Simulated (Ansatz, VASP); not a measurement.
**Hg2Pb in VASP and in Ansatz**

```xyz
3
Lattice="3.4989 0.0000 0.0000 -1.7494 3.0301 0.0000 0.0000 0.0000 8.0542" Properties=species:S:1:pos:R:3 pbc="T T T"
Hg    0.0000    2.0201    2.7666
Hg    1.7494    1.0100    5.2876
Pb    0.0000    0.0000    0.0000
```

Alike in both runs: functional PBE; k mesh 18 × 18 × 6; occupations gaussian, width 0.1 eV; no spin polarisation.

Ansatz relaxed the structure, and its values are those at the end. VASP's run is a single point on that final structure, the one shown.

```csv
,VASP,Ansatz
version,VASP 6.6.1,Ansatz 0.2.0
potentials or method,"VASP PAW PBE potentials, release 64 (Hg, Pb_d), cutoff 520 eV","scalar-relativistic, plane waves, PAW"
valence electrons in the cell,38,54
```

VASP gave:

* gap on the k mesh at the Fermi level (eV): none
* pressure (GPa): 0.1
* rms of the force components (eV/Å): 0.006

Q: What did Ansatz give for the same quantities?

A: gap on the k mesh at the Fermi level (eV): none; pressure (GPa): 0.0; rms of the force components (eV/Å): 0.001.

A gap of «none» marks a metal or a gap that the smearing closes. The functional is the same, so the differences come from potentials, cutoffs and numerics. VASP's potentials hold 38 valence electrons a cell and Ansatz's 54, so a difference there can come from the potentials and not from the codes.

Spin-orbit coupling is off throughout.
